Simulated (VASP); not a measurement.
# YAl7N8 (Cm) in VASP: single point with r2SCAN

Aim: the single point of YAl7N8 with r2SCAN.

All numbers are computed with VASP 6.6.1; they aren't measurements. Logs are shortened: lines on timing, memory, paths and dates and some standing lists are left out, and cuts for length are marked.

### Step 1. The cell of the first run

The structure is monoclinic, space group Cm (No. 8). The conventional cell has a = 10.181 Å, b = 6.377 Å, c = 7.504 Å, α = 90.00°, β = 132.21°, γ = 90.00°. Y (site symmetry m) has 4 N at 1.94 to 2.40 Å within 2.6 Å. Within 2.4 Å of Al (site symmetry 1) lie 4 N at 1.82 to 2.30 Å. Al (site symmetry m) has 4 N at 1.83 to 2.33 Å within 2.4 Å. Al (site symmetry 1) has 4 N at 1.86 to 2.28 Å within 2.5 Å. Al (site symmetry m) has 4 N at 1.86 to 2.28 Å within 2.5 Å. Within 2.5 Å of Al (site symmetry m) lie 4 N at 1.85 to 2.30 Å. Within 2.5 Å of N (site symmetry m) lie 3 Al at 1.86 Å and 1 Y at 2.40 Å. Within 2.5 Å of N (site symmetry m) lie 4 Al at 1.87 to 2.33 Å.

### Step 2. Single point, r2SCAN (atoms moved along the polar distortion)

Contents of POSCAR:

```
YAl7N8
1.0
    3.1884122751     -0.0222375903      5.0904879119
    3.1884122751      0.0222375903     -5.0904879119
   -3.1884122751      5.5579975919     -0.0242276153
Y Al N
1 7 8
Direct
    0.1506935898      0.1866467732      0.3373403570
    0.1511463596      0.1877981768      0.8345698568
    0.6465239661      0.6840299428      0.3305539029
    0.6467716860      0.6834235032      0.8345698568
    0.0662358321      0.5996005534      0.1637099238
    0.5641093645      0.0974740858      0.1637099238
    0.0639273906      0.6053863543      0.6693137509
    0.5690867209      0.0984104855      0.6674972125
    0.3851594813      0.9490625943      0.3342220696
    0.8761663420      0.4562297161      0.3323960521
    0.3753335312      0.9607859952      0.8323308545
    0.8715448653      0.4569973293      0.8323308545
    0.2947277034      0.3809768711      0.1592486735
    0.2936845033      0.3879954288      0.6816799381
    0.7782717964      0.8645209641      0.1592486735
    0.7946168676      0.8726612261      0.6672780997
```

Contents of INCAR.step1:

```
SYSTEM = YAl7N8
ALGO = Normal
EDIFF = 1E-4
ENCUT = 520
GGA = PE
ISMEAR = 0
LASPH = .TRUE.
LCHARG = .FALSE.
LREAL = Auto
LWAVE = .TRUE.
NBANDS = 50
NELM = 100
PREC = Accurate
SIGMA = 0.01
```

Contents of INCAR.step2:

```
SYSTEM = YAl7N8
ALGO = Normal
EDIFF = 1E-6
ENCUT = 520
ISIF = 2
ISMEAR = 0
ISTART = 1
LASPH = .TRUE.
LCHARG = .FALSE.
LMIXTAU = .TRUE.
LREAL = Auto
LWAVE = .FALSE.
METAGGA = R2SCAN
NBANDS = 50
NELM = 100
PREC = Accurate
SIGMA = 0.01
```

Contents of KPOINTS:

```
k-points
0
G
  6 6 6
  0 0 0
```

Potentials or basis: VASP PAW PBE potentials, release 64 (Y_sv, Al, N).

Started as:

```
$ cat potpaw_PBE.64/Y_sv/POTCAR potpaw_PBE.64/Al/POTCAR potpaw_PBE.64/N/POTCAR > POTCAR
$ cp INCAR.step1 INCAR
$ mpirun -np 1 vasp_std > vasp.out
$ cp INCAR.step2 INCAR
$ mpirun -np 1 vasp_std > vasp.out
```

OUTCAR:

```text
SYSTEM = YAl7N8
   EDIFF = 1E-6
   ENCUT = 520
   ISIF = 2
   ISMEAR = 0
   ISTART = 1
   LASPH = .TRUE.
   LREAL = Auto
   METAGGA = R2SCAN
   NELM = 100
   PREC = Accurate

 ion  position               nearest neighbor table
   1  0.151  0.187  0.337-  13 1.94  15 1.94  14 1.94   9 2.40  10 2.77   5 3.14   6 3.14   8 3.15
                             6 3.17   5 3.17   7 3.18   4 3.18   2 3.18   3 3.19   3 3.19   2 3.22
   2  0.151  0.188  0.835-  14 1.82  13 1.82  16 1.87  11 2.30   8 3.11   5 3.13   7 3.13   6 3.14
                             7 3.15   4 3.16   8 3.17   3 3.18   1 3.18   4 3.22   1 3.22   3 3.23
   3  0.647  0.684  0.331-  15 1.83  13 1.83  16 1.88  10 2.33   6 3.12   5 3.12   7 3.14   8 3.14
                             5 3.17   6 3.17   4 3.18   2 3.18   1 3.19   1 3.19   2 3.23   4 3.23
   4  0.647  0.683  0.835-  14 1.82  15 1.82  16 1.87  12 2.30   8 3.11   6 3.13   7 3.13   5 3.14
                             7 3.15   2 3.16   8 3.17   3 3.18   1 3.18   2 3.22   1 3.22   3 3.23
   5  0.066  0.600  0.164-   9 1.86  12 1.86  10 1.87  13 2.28   3 3.12   2 3.13   4 3.14   1 3.14
                             1 3.17   3 3.17   7 3.17   6 3.17   8 3.19   6 3.20   8 3.22   7 3.23
   6  0.564  0.097  0.164-   9 1.86  11 1.86  10 1.87  15 2.28   3 3.12   4 3.13   2 3.14   1 3.14
                             1 3.17   3 3.17   7 3.17   5 3.17   8 3.19   5 3.20   8 3.22   7 3.23
   7  0.064  0.605  0.669-  12 1.86  11 1.86  10 1.88  14 2.28   4 3.13   2 3.13   3 3.14   2 3.15
                             4 3.15   5 3.17   6 3.17   1 3.18   8 3.19   8 3.19   6 3.23   5 3.23
   8  0.569  0.098  0.667-  11 1.85  12 1.85   9 1.86  16 2.30   4 3.11   2 3.11   3 3.14   1 3.15
                             2 3.17   4 3.17   7 3.19   7 3.19   6 3.19   5 3.19   5 3.22   6 3.22
   9  0.385  0.949  0.334-   6 1.86   5 1.86   8 1.86   1 2.40
  10  0.876  0.456  0.332-   5 1.87   6 1.87   7 1.88   3 2.33   1 2.77
  11  0.375  0.961  0.832-   8 1.85   6 1.86   7 1.86   2 2.30
  12  0.872  0.457  0.832-   8 1.85   5 1.86   7 1.86   4 2.30
  13  0.295  0.381  0.159-   2 1.82   3 1.83   1 1.94   5 2.28
  14  0.294  0.388  0.682-   2 1.82   4 1.82   1 1.94   7 2.28
  15  0.778  0.865  0.159-   4 1.82   3 1.83   1 1.94   6 2.28
  16  0.795  0.873  0.667-   4 1.87   2 1.87   3 1.88   8 2.30

  LATTYP: Found a base centered monoclinic cell.
 ALAT       =    10.1810729673
 B/A-ratio  =     0.6263411107
 C/A-ratio  =     0.7370645227
 COS(beta)  =    -0.6719025970

  Lattice vectors:

 A1 = (   3.1884122751,   0.0222375903,  -5.0904879119)
 A2 = (  -3.1884122751,   0.0222375903,  -5.0904879119)
 A3 = (   0.0000000000,   5.5357600016,   5.0662602966)

Analysis of symmetry for initial positions (statically):
=====================================================================
 Subroutine PRICEL returns:
 Original cell was already a primitive cell.

 Routine SETGRP: Setting up the symmetry group for a
 base centered monoclinic supercell.

 Subroutine GETGRP returns: Found  2 space group operations
 (whereof  2 operations were pure point group operations)
 out of a pool of  4 trial point group operations.

The static configuration has the point symmetry C_1h.

Analysis of symmetry for dynamics (positions and initial velocities):
=====================================================================
 Subroutine PRICEL returns:
 Original cell was already a primitive cell.

 Routine SETGRP: Setting up the symmetry group for a
 base centered monoclinic supercell.

 Subroutine GETGRP returns: Found  2 space group operations
 (whereof  2 operations were pure point group operations)
 out of a pool of  4 trial point group operations.

The dynamic configuration has the point symmetry C_1h.

 Subroutine INISYM returns: Found  2 space group operations
 (whereof  2 operations are pure point group operations),
 and found     1 'primitive' translations

----------------------------------------------------------------------------------------

                                     Primitive cell

  volume of cell :     180.4155

  direct lattice vectors                    reciprocal lattice vectors
     3.188412275 -0.022237590  5.090487912     0.156817863  0.090390334  0.098617278
     3.188412275  0.022237590 -5.090487912     0.156817863  0.089534004 -0.097831286
    -3.188412275  5.557997592 -0.024227615     0.000000000  0.179924339  0.000785992

  length of vectors
     6.006624221  6.006624221  6.407643642     0.206125259  0.205375609  0.179926056

  position of ions in fractional coordinates (direct lattice)
     0.150693590  0.186646773  0.337340357
     0.151146360  0.187798177  0.834569857
     0.646523966  0.684029943  0.330553903
     0.646771686  0.683423503  0.834569857
     0.066235832  0.599600553  0.163709924
     0.564109364  0.097474086  0.163709924
[... 8 lines left out ...]
     0.778271796  0.864520964  0.159248674
     0.794616868  0.872661226  0.667278100

  ion indices of the primitive-cell ions
   primitive index   ion index
                 1           1
                 2           2
                 3           3
                 4           4
                 5           5
                 6           6
[... 8 lines left out ...]
                15          15
                16          16

----------------------------------------------------------------------------------------

 KPOINTS: k-points

Automatic generation of k-mesh.
 Grid dimensions read from file:
 generate k-points for:    6    6    6

 Generating k-lattice:

  Cartesian coordinates                     Fractional coordinates (reciprocal lattice)
     0.026136311  0.015065056  0.016436213     0.166666667 -0.000000000 -0.000000000
     0.026136311  0.014922334 -0.016305214     0.000000000  0.166666667  0.000000000
     0.000000000  0.029987390  0.000130999     0.000000000 -0.000000000  0.166666667

  Length of vectors
     0.034354210  0.034229268  0.029987676

  Shift w.r.t. Gamma in fractional coordinates (k-lattice)
     0.000000000  0.000000000  0.000000000

 Subroutine IBZKPT returns following result:
 ===========================================

 Found     68 irreducible k-points:

 Following reciprocal coordinates:
            Coordinates               Weight
  0.000000  0.000000  0.000000      1.000000
  0.166667 -0.000000  0.000000      4.000000
  0.333333  0.000000 -0.000000      4.000000
  0.500000  0.000000  0.000000      2.000000
 -0.000000  0.166667  0.000000      4.000000
  0.166667  0.166667 -0.000000      4.000000
[... 16 lines left out ...]
  0.333333 -0.000000  0.166667      4.000000
  0.500000  0.000000  0.166667      4.000000
 [... further k-points ...]
   k-points           NKPTS =     68   k-points in BZ     NKDIM =     68   number of bands    NBANDS=     50
   number of dos      NEDOS =    301   number of ions     NIONS =     16
   total plane-waves  NPLWV = 110592
   dimension x,y,z NGX =    48 NGY =   48 NGZ =   48
   dimension x,y,z NGXF=    96 NGYF=   96 NGZF=   96
   ions per type =               1   7   8
   NGX,Y,Z   is equivalent  to a cutoff of  13.29, 13.29, 12.45 a.u.
   NGXF,Y,Z  is equivalent  to a cutoff of  26.57, 26.57, 24.91 a.u.
 SYSTEM =  YAl7N8
   PREC   = accura    normal or accurate (medium, high low for compatibility)
   ISTART =      1    job   : 0-new  1-cont  2-samecut
   ICHARG =      0    charge: 1-file 2-atom 10-const
   ISPIN  =      1    spin polarized calculation?
   LNONCOLLINEAR =      F non collinear calculations
   LSORBIT =      F    spin-orbit coupling
   LASPH  =      T    aspherical Exc in radial PAW
   ENCUT  =  520.0 eV  38.22 Ry    6.18 a.u.  11.17 11.17 11.91*2*pi/ulx,y,z
   NELM   =    100;   NELMIN=  2; NELMDL=  0     # of ELM steps
   EDIFF  = 0.1E-05   stopping-criterion for ELM
   LREAL  =      T    real-space projection
   EDIFFG = 0.1E-04   stopping-criterion for IOM
   NSW    =      0    number of steps for IOM
   IBRION =     -1    ionic relax: 0-MD 1-quasi-New 2-CG
   NFREE  =      0    steps in history (QN), initial steepest desc. (CG)
   ISIF   =      2    stress and relaxation
   ISYM   =      2    0-nonsym 1-usesym 2-fastsym
   POTIM  = 0.5000    time-step for ionic-motion
   TEBEG  =    0.0;   TEEND  =   0.0 temperature during run
   PSTRESS=    0.0 pullay stress
   NELECT =      72.0000    total number of electrons
   NUPDOWN=      -1.0000    fix difference up-down
   EMIN   =  10.00;   EMAX   =-10.00  energy-range for DOS
   EFERMI =   0.00;   METHOD = LEGACY
   ISMEAR =     0;   SIGMA  =   0.01  broadening in eV -4-tet -1-fermi 0-gaus
   EFERMI_NEDOS =   21; number of points for ismear=-14 and -15
   IALGO  =     38    algorithm
   IMIX   =      4    mixing-type and parameters
     AMIX     =   0.40;   BMIX     =  1.00
     AMIX_MAG =   1.60;   BMIX_MAG =  1.00
  volume/ion in A,a.u.               =      11.28        76.09
  Fermi-wavevector in a.u.,A,eV,Ry     =   1.205298  2.277682 19.765764  1.452743
  Thomas-Fermi vector in A             =   2.340998
   LORBIT       =      0    0 simple, 1 ext, 2 COOP (PROOUT), +10 PAW based schemes
   METAGGA = R2SCAN    functional components
   LHFCALC =     F    Hartree Fock is set to
   AEXX    =    0.0000 exact exchange contribution
   IVDW    =     0    specifies the selected vdW correction
   LEPSILON=     F    determine dielectric tensor
   LRPA    =     F    only Hartree local field effects (RPA)
 non-spin polarized calculation
 Gauss-broadening in eV      SIGMA  =   0.01
  energy-cutoff  :      520.00
  volume of cell :      180.42
 maximum number of plane-waves:      4887
 NGX is ok and might be reduce to    48
   NGX = 23   NGY = 23   NGZ = 23

 number of electron      72.0000002 magnetization

 Free energy of the ion-electron system (eV)
  ---------------------------------------------------
  ext. energy  EPLUGINS =         0.00000000
  ---------------------------------------------------
  free energy    TOTEN  =      -161.58278380 eV

  energy without entropy =     -161.58278380  energy(sigma->0) =     -161.58278380

 E-fermi :   6.1438     XC(G=0): -11.3118

 val. band max:        5.9525529699   @ k =   0.0000   0.0000   0.0000
 cond. band min:       9.0444100074   @ k =   0.0000   0.0000   0.0000
 fundamental gap:      3.0918570375
 Fermi energy:         6.1438311228

 k-point     1 :       0.0000    0.0000    0.0000
  band No.  band energies     occupation
      1     -34.1757      2.00000
      2     -14.8954      2.00000
      3     -14.8914      2.00000
      4     -14.0054      2.00000
      5     -10.3130      2.00000
      6      -8.7574      2.00000
[... 40 lines left out ...]
     47      13.9654      0.00000
     48      14.5072      0.00000

 k-point     2 :       0.1667   -0.0000    0.0000
  band No.  band energies     occupation
      1     -34.1756      2.00000
      2     -14.8998      2.00000
      3     -14.8951      2.00000
      4     -14.0089      2.00000
      5     -10.1916      2.00000
      6      -8.7689      2.00000
[... 40 lines left out ...]
     47      14.0056      0.00000
     48      14.4236      0.00000

 k-point     3 :       0.3333    0.0000   -0.0000
  band No.  band energies     occupation
      1     -34.1756      2.00000
      2     -14.9130      2.00000
      3     -14.8977      2.00000
      4     -14.0158      2.00000
      5      -9.8625      2.00000
      6      -8.9435      2.00000
[... 1060 lines left out ...]
     47      13.8715      0.00000
     48      14.0553      0.00000

 k-point    24 :       0.5000    0.0000    0.1667
  band No.  band energies     occupation
      1     -34.1755      2.00000
      2     -14.9178      2.00000
      3     -14.9008      2.00000
      4     -14.0191      2.00000
      5      -9.5490      2.00000
      6      -9.1727      2.00000
[... 40 lines left out ...]
     47      13.8097      0.00000
     48      14.1335      0.00000

 [... further k-points ...]

 [bands above 48 left out]

------------------------ aborting loop because EDIFF is reached ----------------------------------------

  FORCE on cell =-STRESS in cart. coord.  units (eV):
  Direction    XX          YY          ZZ          XY          YZ          ZX
  --------------------------------------------------------------------------------------
  -------------------------------------------------------------------------------------
  Total       19.1870368     17.9745773    -12.5326007      0.0000000      0.6952157      0.0000000
  in kB      170.3901664    159.6229397   -111.2955557      0.0000000      6.1738514      0.0000000
  external PRESSURE =      72.9058501 kB  Pullay stress =       0.0000000 kB

 VOLUME and BASIS-vectors are now :
 -----------------------------------------------------------------------------
  energy-cutoff  :      520.00
  volume of cell :      180.42
      direct lattice vectors                 reciprocal lattice vectors
     3.188412275 -0.022237590  5.090487912     0.156817863  0.090390334  0.098617278
     3.188412275  0.022237590 -5.090487912     0.156817863  0.089534004 -0.097831286
    -3.188412275  5.557997592 -0.024227615     0.000000000  0.179924339  0.000785992

 POSITION                                       TOTAL-FORCE (eV/Angst)
 -----------------------------------------------------------------------------------
      0.00000      1.87574     -0.19119         0.000000      0.111661      2.187169
     -1.58026      4.63935     -0.20680         0.241548      0.229606      1.022988
      3.18841      1.83805     -0.19893         0.000000     -0.258821      0.513623
      1.58026      4.63935     -0.20680        -0.241548      0.229606      1.022988
      1.60099      0.92176     -2.71905        -0.059784     -0.155785      1.302003
      1.58743      0.89952      2.37143         0.059784     -0.155785      1.302003
[... 8 lines left out ...]
      4.73015      0.88702     -0.44291        -4.569376     -2.707930     -1.709718
      3.18841      3.71047     -0.41345         0.000000     -0.150249     -0.967580
 -----------------------------------------------------------------------------------
    total drift:                               -0.000026      0.003666      0.001546

  FREE ENERGIE OF THE ION-ELECTRON SYSTEM (eV)
  ---------------------------------------------------
  free  energy   TOTEN  =      -161.5827837983 eV

  energy  without entropy=     -161.5827837983  energy(sigma->0) =     -161.58278380
```

Wall time 25 min (1 thread of Intel Xeon 6975P-C (Granite Rapids), shared host); peak memory 0.6 GiB.

Results:

* Free energy: -161.5828 eV
* Pressure: 7.3 GPa
* Largest force: 5.580 eV/Å
* Band gap on the k mesh: 3.09 eV

Forces on the atoms (eV/Å):
```
Y    0.000  0.112  2.187
Al   0.242  0.230  1.023
Al   0.000 -0.259  0.514
Al  -0.242  0.230  1.023
Al  -0.060 -0.156  1.302
Al   0.060 -0.156  1.302
Al   0.000  0.028  1.139
Al   0.000  0.100  1.343
N    0.000  0.068 -0.506
N    0.000  0.129 -0.669
N   -0.077  0.027 -1.141
N    0.077  0.027 -1.141
N    4.569 -2.708 -1.710
N    0.000  5.186 -1.988
N   -4.569 -2.708 -1.710
N    0.000 -0.150 -0.968
```

Levels at points of the mesh, in eV from the valence-band top:
```csv
k point,band 33,band 34,band 35,band 36,band 37,band 38,band 39,band 40
"(0.00, 0.00, 0.00)",-1.57,-0.63,-0.57,0.00,3.09,4.62,4.75,5.00
"(0.50, 0.00, 0.00)",-1.26,-1.01,-0.83,-0.19,4.88,5.41,5.42,5.53
"(0.00, 0.50, 0.00)",-1.17,-1.01,-0.68,-0.19,4.85,5.18,5.42,5.81
"(0.50, 0.50, 0.00)",-1.92,-1.55,-0.81,-0.48,4.80,4.94,5.21,5.34
"(0.00, 0.00, 0.50)",-1.15,-0.57,-0.43,-0.30,4.83,5.19,5.41,5.66
"(0.50, 0.50, 0.50)",-1.79,-1.12,-0.92,-0.29,5.02,5.13,5.61,6.03
```

Caveat: the cell differs from its parent crystal (atoms moved along the polar distortion); the stress differs along the axes, from -11 to 17 GPa; the PAW data sets were made with another functional, which shifts forces and pressure a little. A k mesh can miss the band edges.
